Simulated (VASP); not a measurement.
MoS2: single point with PBEsol+U

MoS2, a slab with vacuum:

```xyz
6
Lattice="3.1405 0.0000 0.0000 -1.5702 2.7197 0.0000 0.0000 0.0000 21.5581" Properties=species:S:1:pos:R:3 pbc="T T T"
Mo    0.0000    1.8132   18.4232
Mo    1.5702    0.9066    3.1348
S     1.5702    0.9066   16.8651
S     0.0000    1.8132    1.5753
S     1.5702    0.9066   19.9828
S     0.0000    1.8132    4.6930
```

* Program: VASP 6.6.1
* Task: single point
* Functional: PBEsol
* Potentials or basis: VASP PAW PBE potentials, release 64 (Mo_sv, S)
* Cutoff: 520 eV
* k mesh: 10 × 10 × 2
* Occupations: fermi-dirac, width 0.05 eV
* Spin: no spin polarisation
* Hubbard terms: Mo d U = 2.0 eV

```yaml
Largest_force: 0.135 eV/Å
Band_gap_on_the_k_mesh: 1.45 eV (least direct gap 2.00 eV)
```

Forces in eV/Å, atoms in the order of the input:
```
Mo   0.000  0.000 -0.002
Mo   0.000  0.000  0.002
S    0.000  0.000 -0.135
S    0.000  0.000 -0.132
S    0.000  0.000  0.132
S    0.000  0.000  0.135
```

Levels at points of the mesh, in eV from the valence-band top:
| k point | band 24 | band 25 | band 26 | band 27 | band 28 | band 29 |
| --- | --- | --- | --- | --- | --- | --- |
| (0.00, 0.00, 0.00) | -1.77 | -0.64 | 0.00 | 2.53 | 2.53 | 2.54 |
| (0.50, 0.00, 0.00) | -1.24 | -1.09 | -1.04 | 2.06 | 2.08 | 2.48 |
| (0.00, 0.00, 0.50) | -1.77 | -0.64 | 0.00 | 2.53 | 2.53 | 2.54 |
| (0.50, 0.00, 0.50) | -1.24 | -1.09 | -1.04 | 2.06 | 2.08 | 2.48 |

Eigenvalues of the final occupation matrices:
```csv
site,spin,trace,eigenvalues
site 1 d,1,2.00,0.39 0.39 0.40 0.40 0.42
site 1 d,2,2.00,0.39 0.39 0.40 0.40 0.42
site 2 d,1,2.00,0.39 0.39 0.40 0.40 0.42
site 2 d,2,2.00,0.39 0.39 0.40 0.40 0.42
```

It took 3.6 min on 1 thread of Oxide Virtual Turin-like Processor, on a shared host, peak memory 0.34 GiB.

Caveat: there is no dipole correction, which matters where the two faces differ; the PAW data sets were made with another functional, which shifts forces and pressure a little.
